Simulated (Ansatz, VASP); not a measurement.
## Hf3TiO3 in VASP and in Ansatz

INCAR

```
ALGO = Normal
EDIFF = 1E-6
EDIFFG = -0.01
ENCUT = 600
GGA = PE
IBRION = 2
ISIF = 3
ISMEAR = 0
LASPH = T
LCHARG = F
LREAL = F
LWAVE = F
NELM = 60
NSW = 100
PREC = Accurate
SIGMA = 0.1
```

Contents of KPOINTS:

```
k-points
0
Gamma
  8 8 6
```

The input POSCAR:

```
Hf3TiO3
1.0
    4.2766823687      0.0000000000      0.0000000000
    0.0000000000      4.2766823687      0.0000000000
    0.0000000000      0.0000000000      5.1655514810
Hf Ti O
3 1 3
Direct
    0.5000000000      0.0000000000      0.4049911138
    0.0000000000      0.5000000000      0.4049911138
    0.5000000000      0.5000000000      0.9505878260
    0.0000000000      0.0000000000      0.9437899699
    0.0000000000      0.0000000000      0.5328702967
    0.5000000000      0.0000000000      0.8370668899
    0.0000000000      0.5000000000      0.8370668899
```

Input for Ansatz:

```yaml
crystal:
  lattice:
    - [4.2766823687, 0.0, 0.0]
    - [0.0, 4.2766823687, 0.0]
    - [0.0, 0.0, 5.165551481]
  atoms:
    - { symbol: Hf, position: [0.5, 0.0, 0.4049911138] }
    - { symbol: Hf, position: [0.0, 0.5, 0.4049911138] }
    - { symbol: Hf, position: [0.5, 0.5, 0.950587826] }
    - { symbol: Ti, position: [0.0, 0.0, 0.9437899699] }
    - { symbol: O, position: [0.0, 0.0, 0.5328702967] }
    - { symbol: O, position: [0.5, 0.0, 0.8370668899] }
    - { symbol: O, position: [0.0, 0.5, 0.8370668899] }
basis:
  ecutwfc: 420
kpoints:
  mp_grid: { grid: [8, 8, 6] }
hamiltonian:
  xc: pbe
scf:
  occupations: { method: gaussian, width: 0.1 }
output:
  forces: true
  stress: true
  eigenvalues: true
relax:
  adjacent_minimum: "off"
  f_tol: 0.01
  max_steps: 80
  cell: { stress_tol: 0.05 }
```

Alike in both runs: task relaxation of cell and atoms; functional PBE; k mesh 8 × 8 × 6; occupations gaussian, width 0.1 eV; no spin polarisation.

|  | VASP | Ansatz |
| --- | --- | --- |
| version | VASP 6.6.1 | Ansatz 0.2.0 |
| potentials or method | VASP PAW PBE potentials, release 64 (Hf_pv, Ti_sv, O), cutoff 600 eV | scalar-relativistic, plane waves, PAW |
| valence electrons in the cell | 60 | 108 |

|  | VASP | Ansatz | Ansatz less VASP |
| --- | --- | --- | --- |
| gap on the k mesh at the Fermi level, each at its own relaxed structure (eV) | none | none | - |
| relaxed volume (Å³/atom) | 13.35 | 13.47 | +0.117 |
| relaxed length of the cell vector where the two differ most in proportion (Å) | 5.147 | 5.166 | +0.0184 |

A gap of «none» marks a metal or a gap that the smearing closes. VASP's potentials hold 60 valence electrons a cell and Ansatz's 108, so a difference there can come from the potentials and not from the codes.

Spin-orbit coupling is off throughout.
